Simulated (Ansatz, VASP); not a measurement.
## Al5As: VASP beside Ansatz

File INCAR:

```
  ALGO = Normal
  EDIFF = 1E-6
  ENCUT = 520
  GGA = PE
  ISIF = 2
  ISMEAR = 0
  LASPH = T
  LCHARG = F
  LREAL = F
  LWAVE = F
  NBANDS = 19
  NELM = 80
  PREC = Accurate
  SIGMA = 0.1
```

File KPOINTS:

```
k-points
0
Gamma
  4 4 4
```

File POSCAR:

```
Al5As
1.0
    3.3324504100     -3.3731463000      0.0000000000
    3.3324504100      3.3731463000      0.0000000000
    0.0000000000      0.0000000000      5.2774352400
Al As
5 1
Direct
    0.0000000000      0.0000000000      0.0000000000
    0.3233465300      0.6766534700      0.2384991700
    0.6766534700      0.3233465300      0.2384991700
    0.3233465300      0.6766534700      0.7615008300
    0.6766534700      0.3233465300      0.7615008300
    0.0000000000      0.0000000000      0.5000000000
```

Input for Ansatz:

```yaml
crystal:
  lattice:
    - [3.33245041, -3.3731463, 0.0]
    - [3.33245041, 3.3731463, 0.0]
    - [0.0, 0.0, 5.27743524]
  atoms:
    - { symbol: Al, position: [0.0, 0.0, 0.0] }
    - { symbol: Al, position: [0.32334653, 0.67665347, 0.23849917] }
    - { symbol: Al, position: [0.67665347, 0.32334653, 0.23849917] }
    - { symbol: Al, position: [0.32334653, 0.67665347, 0.76150083] }
    - { symbol: Al, position: [0.67665347, 0.32334653, 0.76150083] }
    - { symbol: As, position: [0.0, 0.0, 0.5] }
basis:
  ecutwfc: 420
kpoints:
  mp_grid: { grid: [4, 4, 4] }
hamiltonian:
  xc: pbe
scf:
  occupations: { method: gaussian, width: 0.1 }
  lower_state_search: "off"
output:
  forces: true
  stress: true
  eigenvalues: true
```

Alike in both runs: task single point; functional PBE; k mesh 4 × 4 × 4; occupations gaussian, width 0.1 eV; no spin polarisation.

|  | VASP | Ansatz |
| --- | --- | --- |
| version | VASP 6.6.1 | Ansatz 0.2.0 |
| potentials or method | VASP PAW PBE potentials, release 64 (Al, As), cutoff 520 eV | scalar-relativistic, plane waves, PAW |
| valence electrons in the cell | 20 | 30 |

|  | VASP | Ansatz | Ansatz less VASP |
| --- | --- | --- | --- |
| gap on the k mesh at the Fermi level (eV) | none | none | - |
| pressure (GPa) | 8.0 | 8.0 | -0.06 |
| traceless stress, the component that is largest in VASP (GPa) | -15.30 | -15.25 | +0.050 |
| rms of the force components (eV/Å) | 0.344 | 0.347 | +0.0030 |

Atom by atom the forces differ by 0.003 eV/Å (rms over components). A gap of «none» marks a metal or a gap that the smearing closes. The functional is the same, so the differences come from potentials, cutoffs and numerics. VASP's potentials hold 20 valence electrons a cell and Ansatz's 30, so a difference there can come from the potentials and not from the codes.
